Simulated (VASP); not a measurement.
Crystal: Li2S.

```
Li S
1.0
     0.00000    2.85400    2.85400
     2.85400    0.00000    2.85400
     2.85400    2.85400    0.00000
Li S
2 1
Direct
  0.25000 0.25000 0.25000
  0.75000 0.75000 0.75000
  0.00000 0.00000 0.00000
```

Base run:

- Program: VASP 6.6.1
- Functional: BLYP
- Potentials or basis: VASP PAW PBE potentials, release 64 (Li_sv, S)
- Cutoff: 750 eV
- k mesh: 8 × 8 × 8
- Occupations: gaussian, width 0.05 eV
- Spin: no spin polarisation

Its results: band gap on the k mesh 3.64 eV (least direct gap 4.48 eV); pressure 1.1 GPa.

Question: The run is repeated on the same cell with these changes: functional from BLYP to PBE. What comes out?

Answer: Band gap on the k mesh 3.39 eV (least direct gap 4.24 eV); pressure -0.2 GPa.

PBE binds more tightly than BLYP, so the same cell stands under less pressure.

Caveats: the PAW data sets were made with another functional, which shifts forces and pressure a little (at least some runs).

A k mesh can miss the band edges.
